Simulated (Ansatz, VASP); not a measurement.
# Two plane-wave programs on Si

File INCAR:

```
SYSTEM = Si
PREC     = Accurate       ! precision mode
ENCUT    = 520            ! plane-wave cutoff, eV
EDIFF    = 1E-6           ! SCF threshold, eV
ISMEAR   = 0              ! smearing method
SIGMA    = 0.15           ! smearing width, eV
LREAL    = .FALSE.        ! projectors in reciprocal space
LASPH    = .TRUE.         ! aspherical terms in the spheres
NELM     = 100            ! most SCF steps
ALGO     = Normal         ! electronic algorithm
ISIF     = 2              ! what is computed and relaxed
LWAVE    = .FALSE.        ! write WAVECAR
LCHARG   = .FALSE.        ! write CHGCAR
NBANDS   = 26             ! bands
```

Contents of KPOINTS:

```
Automatic mesh
0
G
  12 12 12
  0 0 0
```

The input POSCAR:

```
Si
1.0
    0.0000000000      0.0000000000      4.9415225221
    2.6084913959     -4.5180396286      0.0000000000
    2.6084913958      4.5180396287      0.0000000000
Si
8
Direct
   -0.0185505046      0.4814494954      0.0000000000
    0.5000000000      0.5000000000      0.0000000000
    0.0000000000      0.0000000000      0.0000000000
    0.5000000000      0.0000000000      0.0000000000
    0.0000000000      0.5000000000      0.5000000000
    0.5000000000      0.5000000000      0.5000000000
    0.0000000000      0.0000000000      0.5000000000
    0.5000000000      0.0000000000      0.5000000000
```

Input for Ansatz:

```yaml
crystal:
  lattice:
    - [0.0, 0.0, 4.9415225221]
    - [2.6084913959, -4.5180396286, 0.0]
    - [2.6084913958, 4.5180396287, 0.0]
  atoms:
    - { symbol: Si, position: [-0.0185505046, 0.4814494954, 0.0] }
    - { symbol: Si, position: [0.5, 0.5, 0.0] }
    - { symbol: Si, position: [0.0, 0.0, 0.0] }
    - { symbol: Si, position: [0.5, 0.0, 0.0] }
    - { symbol: Si, position: [0.0, 0.5, 0.5] }
    - { symbol: Si, position: [0.5, 0.5, 0.5] }
    - { symbol: Si, position: [0.0, 0.0, 0.5] }
    - { symbol: Si, position: [0.5, 0.0, 0.5] }
basis:
  ecutwfc: 420
kpoints:
  mp_grid: { grid: [12, 12, 12] }
hamiltonian:
  xc: lda
scf:
  occupations: { method: gaussian, width: 0.15 }
output:
  forces: true
  stress: true
  eigenvalues: true
```

Alike in both runs: task single point; functional LDA; k mesh 12 × 12 × 12; occupations gaussian, width 0.15 eV; no spin polarisation.

```csv
,VASP,Ansatz
version,VASP 6.6.1,Ansatz 0.2.0
potentials or method,"VASP PAW LDA potentials, release 64 (Si), cutoff 520 eV","scalar-relativistic, plane waves, PAW"
valence electrons in the cell,32,32
```

|  | VASP | Ansatz | Ansatz less VASP |
| --- | --- | --- | --- |
| gap on the k mesh at the Fermi level (eV) | none | none | - |
| pressure (GPa) | 0.4 | 0.3 | -0.09 |
| traceless stress, the component that is largest in VASP (GPa) | -1.40 | -1.42 | -0.013 |
| rms of the force components (eV/Å) | 0.191 | 0.190 | -0.0010 |

LDA's correlation is that of Perdew and Zunger in VASP and of Perdew and Wang (1992) in Ansatz. Atom by atom the forces differ by 0.001 eV/Å (rms over components). A gap of «none» marks a metal or a gap that the smearing closes.
